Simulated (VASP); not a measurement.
# In (I4/mmm) in VASP: further runs

Aim: see how the results for In move with the level of theory and the settings. Levels: LDA, PBE. Tasks: single point.

Everything below comes from runs of VASP 6.6.1. Logs are shortened: lines on timing, memory, paths and dates and some standing lists are left out, and cuts for length are marked.

## 1. The cell of the first run

Symmetry: I4/mmm, No. 139, tetragonal system. Conventional cell: a = 3.252 Å, b = 3.252 Å, c = 4.948 Å, α = 90.00°, β = 90.00°, γ = 90.00°. In (site symmetry 4/mmm) has 12 In at 3.25 to 3.38 Å within 4.3 Å.

## 2. Single point, LDA

File INCAR:

```
SYSTEM = In
PREC     = Accurate       ! precision mode
ENCUT    = 520            ! plane-wave cutoff, eV
EDIFF    = 1E-6           ! SCF threshold, eV
ISMEAR   = -1             ! smearing method
SIGMA    = 0.05           ! smearing width, eV
LREAL    = .FALSE.        ! projectors in reciprocal space
LASPH    = .TRUE.         ! aspherical terms in the spheres
NELM     = 100            ! most SCF steps
ALGO     = Normal         ! electronic algorithm
ISIF     = 2              ! what is computed and relaxed
LWAVE    = .FALSE.        ! write WAVECAR
LCHARG   = .FALSE.        ! write CHGCAR
GGA      = CA             ! functional
NBANDS   = 12             ! bands
```

File KPOINTS:

```
Automatic mesh
0
G
  14 14 14
  0 0 0
```

File POSCAR:

```
In
1.0
   -1.6261500000      1.6261500000      2.4739500000
    1.6261500000     -1.6261500000      2.4739500000
    1.6261500000      1.6261500000     -2.4739500000
In
1
Direct
    0.0000000000      0.0000000000      0.0000000000
```

Potentials or basis: VASP PAW LDA potentials, release 64 (In_d).

The run is started by

```console
$ cat potpaw_LDA.64/In_d/POTCAR > POTCAR
$ mpirun -np 1 vasp_std > vasp.out
```

OUTCAR:

```text
SYSTEM = In
   PREC = Accurate
   ENCUT = 520
   EDIFF = 1E-6
   ISMEAR = -1
   LREAL = .FALSE.
   LASPH = .TRUE.
   NELM = 100
   ISIF = 2
   GGA = CA

 ion  position               nearest neighbor table
   1  0.000  0.000  0.000-

  LATTYP: Found a body centered tetragonal cell.
 ALAT       =     3.2523000000
 C/A-ratio  =     1.5213541186

  Lattice vectors:

 A1 = (  -1.6261500000,   1.6261500000,   2.4739500000)
 A2 = (   1.6261500000,  -1.6261500000,   2.4739500000)
 A3 = (   1.6261500000,   1.6261500000,  -2.4739500000)

Analysis of symmetry for initial positions (statically):
=====================================================================
 Subroutine PRICEL returns:
 Original cell was already a primitive cell.

 Routine SETGRP: Setting up the symmetry group for a
 body centered tetragonal supercell.

 Subroutine GETGRP returns: Found 16 space group operations
 (whereof 16 operations were pure point group operations)
 out of a pool of 16 trial point group operations.

The static configuration has the point symmetry D_4h.

Analysis of symmetry for dynamics (positions and initial velocities):
=====================================================================
 Subroutine PRICEL returns:
 Original cell was already a primitive cell.

 Routine SETGRP: Setting up the symmetry group for a
 body centered tetragonal supercell.

 Subroutine GETGRP returns: Found 16 space group operations
 (whereof 16 operations were pure point group operations)
 out of a pool of 16 trial point group operations.

The dynamic configuration has the point symmetry D_4h.

 Subroutine INISYM returns: Found 16 space group operations
 (whereof 16 operations are pure point group operations),
 and found     1 'primitive' translations

----------------------------------------------------------------------------------------

                                     Primitive cell

  volume of cell :      26.1681

  direct lattice vectors                    reciprocal lattice vectors
    -1.626150000  1.626150000  2.473950000     0.000000000  0.307474710  0.202105944
     1.626150000 -1.626150000  2.473950000     0.307474710  0.000000000  0.202105944
     1.626150000  1.626150000 -2.473950000     0.307474710  0.307474710  0.000000000

  length of vectors
     3.377744254  3.377744254  3.377744254     0.367950418  0.367950418  0.434834905

  position of ions in fractional coordinates (direct lattice)
     0.000000000  0.000000000  0.000000000

  ion indices of the primitive-cell ions
   primitive index   ion index
                 1           1
[... 75 lines left out ...]
   NSW    =      0    number of steps for IOM
   IBRION =     -1    ionic relax: 0-MD 1-quasi-New 2-CG
   NFREE  =      0    steps in history (QN), initial steepest desc. (CG)
   ISIF   =      2    stress and relaxation
   ISYM   =      2    0-nonsym 1-usesym 2-fastsym
   POTIM  = 0.5000    time-step for ionic-motion
   TEBEG  =    0.0;   TEEND  =   0.0 temperature during run
   PSTRESS=    0.0 pullay stress
   NELECT =      13.0000    total number of electrons
   NUPDOWN=      -1.0000    fix difference up-down
   EMIN   =  10.00;   EMAX   =-10.00  energy-range for DOS
   EFERMI =   0.00;   METHOD = LEGACY
   ISMEAR =    -1;   SIGMA  =   0.05  broadening in eV -4-tet -1-fermi 0-gaus
   EFERMI_NEDOS =   21; number of points for ismear=-14 and -15
   IALGO  =     38    algorithm
   IMIX   =      4    mixing-type and parameters
     AMIX     =   0.40;   BMIX     =  1.00
     AMIX_MAG =   1.60;   BMIX_MAG =  1.00
  volume/ion in A,a.u.               =      26.17       176.59
  Fermi-wavevector in a.u.,A,eV,Ry     =   1.296578  2.450177 22.872944  1.681114
  Thomas-Fermi vector in A             =   2.428025
   LORBIT       =      0    0 simple, 1 ext, 2 COOP (PROOUT), +10 PAW based schemes
   GGA     = CA    functional components
   LHFCALC =     F    Hartree Fock is set to
   AEXX    =    0.0000 exact exchange contribution
   IVDW    =     0    specifies the selected vdW correction
   LEPSILON=     F    determine dielectric tensor
   LRPA    =     F    only Hartree local field effects (RPA)
 non-spin polarized calculation
  energy-cutoff  :      520.00
  volume of cell :       26.17
 maximum number of plane-waves:       721
 NGX is ok and might be reduce to    28
   NGX = 13   NGY = 13   NGZ = 13

 number of electron      13.0000006 magnetization

 Free energy of the ion-electron system (eV)
  ---------------------------------------------------
  ext. energy  EPLUGINS =         0.00000000
  ---------------------------------------------------
  free energy    TOTEN  =        -3.20824756 eV

  energy without entropy =       -3.20475445  energy(sigma->0) =       -3.20650100

 E-fermi :   7.2433     XC(G=0): -10.5259

 val. band max:        7.1971031707   @ k =   0.2857   0.1429   0.0714
 cond. band min:       7.2447282234   @ k =   0.2857   0.2143   0.0714
 fundamental gap:      0.0476250526
 Fermi energy:         7.2433180265

 k-point     1 :       0.0000    0.0000    0.0000
  band No.  band energies     occupation
      1      -7.4083      2.00000
      2      -7.3025      2.00000
      3      -7.3025      2.00000
      4      -7.2194      2.00000
      5      -7.1130      2.00000
      6      -2.3488      2.00000
      7      17.6325      0.00000
      8      17.6325      0.00000
      9      17.7897      0.00000
     10      18.8999      0.00000
     11      21.2239      0.00000
     12      21.3519      0.00000
[... 331 lines left out ...]
 k-point    24 :       0.2857    0.1429    0.0000
  band No.  band energies     occupation
      1      -7.3484      2.00000
      2      -7.3206      2.00000
      3      -7.2539      2.00000
      4      -7.1262      2.00000
      5      -7.0727      2.00000
      6       0.4849      2.00000
      7       8.2934      0.00000
      8      12.4478      0.00000
      9      15.3142      0.00000
     10      18.1843      0.00000
     11      20.0643      0.00000
     12      21.5792      0.00000

 [... further k-points ...]
[... 5 lines left out ...]
  --------------------------------------------------------------------------------------
  -------------------------------------------------------------------------------------
  Total       -0.4603974     -0.4603974     -0.3909335      0.0000000     -0.0000000      0.0000000
  in kB      -28.1884565    -28.1884565    -23.9354356      0.0000000     -0.0000000      0.0000000
  external PRESSURE =     -26.7707828 kB  Pullay stress =       0.0000000 kB

 VOLUME and BASIS-vectors are now :
 -----------------------------------------------------------------------------
  energy-cutoff  :      520.00
  volume of cell :       26.17
      direct lattice vectors                 reciprocal lattice vectors
    -1.626150000  1.626150000  2.473950000     0.000000000  0.307474710  0.202105944
     1.626150000 -1.626150000  2.473950000     0.307474710  0.000000000  0.202105944
     1.626150000  1.626150000 -2.473950000     0.307474710  0.307474710  0.000000000

 POSITION                                       TOTAL-FORCE (eV/Angst)
 -----------------------------------------------------------------------------------
      0.00000      0.00000      0.00000         0.000000      0.000000      0.000000
 -----------------------------------------------------------------------------------
    total drift:                               -0.000000     -0.000000     -0.000000

  FREE ENERGIE OF THE ION-ELECTRON SYSTEM (eV)
  ---------------------------------------------------
  free  energy   TOTEN  =        -3.2082475581 eV

  energy  without entropy=       -3.2047544481  energy(sigma->0) =       -3.20650100
```

Wall time 27 s (1 thread of Intel Xeon 6975P-C (Granite Rapids), shared host); peak memory 0.19 GiB.

What came out:

| Quantity | Value |
| --- | --- |
| Free energy | -3.2082 eV |
| Pressure | -2.7 GPa |

Caveat: spin-orbit coupling is left out, which moves the levels of the heavy elements.

## 3. Single point, PBE

File INCAR:

```
SYSTEM = In
PREC = Accurate
ENCUT = 520
EDIFF = 1E-6
ISMEAR = -1
SIGMA = 0.05
LREAL = .FALSE.
LASPH = .TRUE.
NELM = 60
ALGO = Normal
ISIF = 2
LWAVE = .FALSE.
LCHARG = .TRUE.
GGA = PE
LELF = .TRUE.
LVHAR = .TRUE.
NBANDS = 12
```

KPOINTS is that of step 2.

POSCAR is that of step 2.

Potentials or basis: VASP PAW PBE potentials, release 64 (In_d).

The run is started by

```console
$ cat potpaw_PBE.64/In_d/POTCAR > POTCAR
$ mpirun -np 1 vasp_std > vasp.out
```

It took 28 s on 1 thread of Intel Xeon 6975P-C (Granite Rapids), shared host; peak memory 0.2 GiB.

The run converged. Its results:

```yaml
Free_energy: -2.5557 eV
Pressure: 1.9 GPa
```

Stress tensor (GPa, compression positive):
```
1.79 0.00 0.00
0.00 1.79 0.00
0.00 0.00 2.06
```

Levels at points of the mesh, in eV from the Fermi level:
| k point | band 3 | band 4 | band 5 | band 6 | band 7 | band 8 | band 9 | band 10 |
| --- | --- | --- | --- | --- | --- | --- | --- | --- |
| (0.00, 0.00, 0.00) | -14.65 | -14.57 | -14.46 | -9.59 | 10.50 | 10.50 | 10.67 | 11.53 |
| (0.50, 0.00, 0.00) | -14.63 | -14.37 | -14.34 | -4.35 | -3.42 | 7.49 | 9.11 | 11.06 |
| (0.50, 0.50, 0.00) | -14.37 | -14.36 | -14.27 | -2.00 | -1.70 | 3.48 | 3.91 | 6.98 |
| (0.50, 0.50, 0.50) | -14.36 | -14.33 | -14.33 | -2.97 | -2.71 | 4.68 | 4.68 | 8.14 |

Caveat: spin-orbit coupling is left out, which moves the levels of the heavy elements.
